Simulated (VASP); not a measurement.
# Ta (P6_3/mmc) in VASP: settings compared, part 2 of 2

VASP 6.6.1.

**3. Single point, BLYP+D3(BJ)**

This run uses another cell than the first one, of 17.94 Å³/atom.

Input file INCAR:

```
PREC     = Accurate       # precision mode
ENCUT    = 500            # plane-wave cutoff, eV
EDIFF    = 1E-6           # SCF threshold, eV
ISMEAR   = -1             # smearing method
SIGMA    = 0.05           # smearing width, eV
LREAL    = F              # projectors in reciprocal space
LASPH    = T              # aspherical terms in the spheres
NELM     = 120            # most SCF steps
ALGO     = Normal         # electronic algorithm
ISIF     = 2              # what is computed and relaxed
LWAVE    = F              # write WAVECAR
LCHARG   = F              # write CHGCAR
GGA      = B5             # functional
ALDAX    = 1.0          
AGGAX    = 1.0          
AGGAC    = 1.0          
ALDAC    = 0.0          
IVDW     = 12             # dispersion correction
VDW_S6   = 1.0          
VDW_S8   = 2.6996       
VDW_A1   = 0.4298       
VDW_A2   = 4.2359       
NBANDS   = 20             # bands
GGA_COMPAT= F
```

Input file KPOINTS:

```
Automatic mesh
0
Gamma
  11 11 5
```

Input file POSCAR:

```
Ta
1.0
    2.8505439573      0.0000000000      0.0000000000
   -1.4252719786      2.4686434816      0.0000000000
    0.0000000000      0.0000000000      5.0994745024
Ta
2
Direct
    0.3333333333      0.6666666667      0.2500000000
    0.6666666667      0.3333333333      0.7500000000
```

Potentials or basis: VASP PAW PBE potentials, release 64 (Ta_sv_GW).

On the command line:

```
cat potpaw_PBE.64/Ta_sv_GW/POTCAR > POTCAR
mpirun -np 1 vasp_std > vasp.out
```

OUTCAR:

```text
PREC = Accurate
   ENCUT = 500
   EDIFF = 1E-6
   ISMEAR = -1
   LREAL = F
   LASPH = T
   NELM = 120
   ISIF = 2
   GGA = B5
   IVDW = 12
 IVDW          = 12

 ion  position               nearest neighbor table
   1  0.333  0.667  0.250-   2 3.03   2 3.03   2 3.03   2 3.03   2 3.03   2 3.03
   2  0.667  0.333  0.750-   1 3.03   1 3.03   1 3.03   1 3.03   1 3.03   1 3.03

  LATTYP: Found a hexagonal cell.
 ALAT       =     2.8505439573
 C/A-ratio  =     1.7889478565

  Lattice vectors:

 A1 = (   2.8505439573,   0.0000000000,   0.0000000000)
 A2 = (  -1.4252719786,   2.4686434816,   0.0000000000)
 A3 = (   0.0000000000,   0.0000000000,   5.0994745024)

Analysis of symmetry for initial positions (statically):
=====================================================================
 Subroutine PRICEL returns:
 Original cell was already a primitive cell.

 Routine SETGRP: Setting up the symmetry group for a
 hexagonal supercell.

 Subroutine GETGRP returns: Found 24 space group operations
 (whereof 12 operations were pure point group operations)
 out of a pool of 24 trial point group operations.

The static configuration has the point symmetry D_3d.
 The point group associated with its full space group is D_6h.

Analysis of symmetry for dynamics (positions and initial velocities):
=====================================================================
 Subroutine PRICEL returns:
 Original cell was already a primitive cell.

 Routine SETGRP: Setting up the symmetry group for a
 hexagonal supercell.

 Subroutine GETGRP returns: Found 24 space group operations
 (whereof 12 operations were pure point group operations)
 out of a pool of 24 trial point group operations.

The dynamic configuration has the point symmetry D_3d.
 The point group associated with its full space group is D_6h.

 Subroutine INISYM returns: Found 24 space group operations
 (whereof 12 operations are pure point group operations),
 and found     1 'primitive' translations

----------------------------------------------------------------------------------------

                                     Primitive cell

  volume of cell :      35.8849

  direct lattice vectors                    reciprocal lattice vectors
     2.850543957  0.000000000  0.000000000     0.350810237  0.202540385  0.000000000
    -1.425271979  2.468643482  0.000000000     0.000000000  0.405080769  0.000000000
     0.000000000  0.000000000  5.099474502     0.000000000  0.000000000  0.196098637

  length of vectors
     2.850543957  2.850543957  5.099474502     0.405080769  0.405080769  0.196098637

  position of ions in fractional coordinates (direct lattice)
     0.333333333  0.666666667  0.250000000
     0.666666667  0.333333333  0.750000000

  ion indices of the primitive-cell ions
   primitive index   ion index
                 1           1
                 2           2

----------------------------------------------------------------------------------------

 KPOINTS: Automatic mesh

Automatic generation of k-mesh.
 Grid dimensions read from file:
 generate k-points for:   11   11    5

 Generating k-lattice:

  Cartesian coordinates                     Fractional coordinates (reciprocal lattice)
     0.031891840  0.018412762  0.000000000     0.090909091  0.000000000  0.000000000
     0.000000000  0.036825524  0.000000000     0.000000000  0.090909091  0.000000000
     0.000000000  0.000000000  0.039219727     0.000000000  0.000000000  0.200000000

  Length of vectors
     0.036825524  0.036825524  0.039219727

  Shift w.r.t. Gamma in fractional coordinates (k-lattice)
     0.000000000  0.000000000  0.000000000

 Subroutine IBZKPT returns following result:
 ===========================================

 Found     48 irreducible k-points:

 Following reciprocal coordinates:
            Coordinates               Weight
  0.000000  0.000000  0.000000      1.000000
  0.090909 -0.000000  0.000000      6.000000
  0.181818 -0.000000  0.000000      6.000000
  0.272727 -0.000000  0.000000      6.000000
  0.363636 -0.000000  0.000000      6.000000
  0.454545 -0.000000  0.000000      6.000000
[... 16 lines left out ...]
  0.090909  0.090909  0.200000     12.000000
  0.181818  0.090909  0.200000     24.000000
 [... further k-points ...]
   k-points           NKPTS =     48   k-points in BZ     NKDIM =     48   number of bands    NBANDS=     20
   number of dos      NEDOS =    301   number of ions     NIONS =      2
   total plane-waves  NPLWV =  23040
   dimension x,y,z NGX =    24 NGY =   24 NGZ =   40
   dimension x,y,z NGXF=    48 NGYF=   48 NGZF=   80
   ions per type =               2
   NGX,Y,Z   is equivalent  to a cutoff of  14.00, 14.00, 13.04 a.u.
   NGXF,Y,Z  is equivalent  to a cutoff of  27.99, 27.99, 26.08 a.u.
 SYSTEM =  unknown system
   PREC   = accura    normal or accurate (medium, high low for compatibility)
   ISTART =      0    job   : 0-new  1-cont  2-samecut
   ICHARG =      2    charge: 1-file 2-atom 10-const
   ISPIN  =      1    spin polarized calculation?
   LNONCOLLINEAR =      F non collinear calculations
   LSORBIT =      F    spin-orbit coupling
   LASPH  =      T    aspherical Exc in radial PAW
   ENCUT  =  500.0 eV  36.75 Ry    6.06 a.u.   5.20  5.20  9.30*2*pi/ulx,y,z
   NELM   =    120;   NELMIN=  2; NELMDL= -5     # of ELM steps
   EDIFF  = 0.1E-05   stopping-criterion for ELM
   LREAL  =      F    real-space projection
   EDIFFG = 0.1E-04   stopping-criterion for IOM
   NSW    =      0    number of steps for IOM
   IBRION =     -1    ionic relax: 0-MD 1-quasi-New 2-CG
   NFREE  =      0    steps in history (QN), initial steepest desc. (CG)
   ISIF   =      2    stress and relaxation
   ISYM   =      2    0-nonsym 1-usesym 2-fastsym
   POTIM  = 0.5000    time-step for ionic-motion
   TEBEG  =    0.0;   TEEND  =   0.0 temperature during run
   PSTRESS=    0.0 pullay stress
   NELECT =      26.0000    total number of electrons
   NUPDOWN=      -1.0000    fix difference up-down
   EMIN   =  10.00;   EMAX   =-10.00  energy-range for DOS
   EFERMI =   0.00;   METHOD = LEGACY
   ISMEAR =    -1;   SIGMA  =   0.05  broadening in eV -4-tet -1-fermi 0-gaus
   EFERMI_NEDOS =   21; number of points for ismear=-14 and -15
   IALGO  =     38    algorithm
   IMIX   =      4    mixing-type and parameters
     AMIX     =   0.40;   BMIX     =  1.00
     AMIX_MAG =   1.60;   BMIX_MAG =  1.00
  volume/ion in A,a.u.               =      17.94       121.08
  Fermi-wavevector in a.u.,A,eV,Ry     =   1.470377  2.778610 29.415921  2.162009
  Thomas-Fermi vector in A             =   2.585641
   LORBIT       =      0    0 simple, 1 ext, 2 COOP (PROOUT), +10 PAW based schemes
   GGA     = B5    functional components
   LHFCALC =     F    Hartree Fock is set to
   AEXX    =    0.0000 exact exchange contribution
   IVDW    =    12    specifies the selected vdW correction
   LEPSILON=     F    determine dielectric tensor
   LRPA    =     F    only Hartree local field effects (RPA)
 non-spin polarized calculation
  energy-cutoff  :      500.00
  volume of cell :       35.88
 maximum number of plane-waves:       920
 NGX is ok and might be reduce to    24
   NGX = 11   NGY = 11   NGZ = 19

 number of electron      25.9999997 magnetization

 Free energy of the ion-electron system (eV)
  ---------------------------------------------------
  ext. energy  EPLUGINS =         0.00000000
  ---------------------------------------------------
  free energy    TOTEN  =       -24.95836513 eV

  energy without entropy =      -24.94262994  energy(sigma->0) =      -24.95049753

 E-fermi :  11.5622     XC(G=0): -12.4206

 val. band max:       11.5355496898   @ k =   0.1818   0.1818   0.0000
 cond. band min:      11.5865626516   @ k =   0.3636   0.1818   0.0000
 fundamental gap:      0.0510129618
 Fermi energy:        11.5622171166

 k-point     1 :       0.0000    0.0000    0.0000
  band No.  band energies     occupation
      1     -55.7099      2.00000
      2     -55.6364      2.00000
      3     -22.9421      2.00000
      4     -21.9899      2.00000
      5     -21.8461      2.00000
      6     -21.8461      2.00000
[... 12 lines left out ...]
     19      16.8210      0.00000
     20      16.8210      0.00000
[... 507 lines left out ...]
 k-point    24 :       0.1818    0.0909    0.2000
  band No.  band energies     occupation
      1     -55.6450      2.00000
      2     -55.5996      2.00000
      3     -22.7077      2.00000
      4     -22.3921      2.00000
      5     -22.3489      2.00000
      6     -22.0685      2.00000
[... 12 lines left out ...]
     19      16.7094      0.00000
     20      18.5336      0.00000

 [... further k-points ...]

------------------------ aborting loop because EDIFF is reached ----------------------------------------

 Edisp (eV)   -3.29046

 E8    (eV) :    -2.6201

  FORCE on cell =-STRESS in cart. coord.  units (eV):
  Direction    XX          YY          ZZ          XY          YZ          ZX
  --------------------------------------------------------------------------------------
  -------------------------------------------------------------------------------------
  Total      -0.09297    -0.09297    -0.07459    -0.00000     0.00000     0.00000
  in kB      -4.15083    -4.15083    -3.33019    -0.00000     0.00000     0.00000
  external pressure =       -3.88 kB  Pullay stress =        0.00 kB

 VOLUME and BASIS-vectors are now :
 -----------------------------------------------------------------------------
  energy-cutoff  :      500.00
  volume of cell :       35.88
      direct lattice vectors                 reciprocal lattice vectors
     2.850543957  0.000000000  0.000000000     0.350810237  0.202540385  0.000000000
    -1.425271979  2.468643482  0.000000000     0.000000000  0.405080769  0.000000000
     0.000000000  0.000000000  5.099474502     0.000000000  0.000000000  0.196098637

 POSITION                                       TOTAL-FORCE (eV/Angst)
 -----------------------------------------------------------------------------------
     -0.00000      1.64576      1.27487         0.000000     -0.000000      0.000000
      1.42527      0.82288      3.82461        -0.000000      0.000000      0.000000
 -----------------------------------------------------------------------------------
    total drift:                                0.000000     -0.000000      0.000000

  FREE ENERGIE OF THE ION-ELECTRON SYSTEM (eV)
  ---------------------------------------------------
  free  energy   TOTEN  =       -28.2488233948 eV

  energy  without entropy=      -28.2330882100  energy(sigma->0) =      -28.24095580
```

It took 40 s on 1 thread of AMD EPYC 7R13 (Zen 3), shared host; peak memory 0.16 GiB.

What came out:

- Free energy: -28.2488 eV
- Pressure: -0.4 GPa
- Band gap on the k mesh: zero (bands 13 and 14 overlap by 1.79 eV)
- Dispersion energy per atom: -1.645 eV

Stress tensor (GPa, compression positive):
```
-0.42  0.00  0.00
 0.00 -0.42  0.00
 0.00  0.00 -0.33
```

Caveat: the dispersion term is far too large for a dense solid, which distorts pressure and volume; the PAW data sets were made with another functional, which shifts forces and pressure a little; spin-orbit coupling is left out, which moves the levels of the heavy elements.

The gap in the log of VASP goes by the Fermi energy; the results here count the filled bands.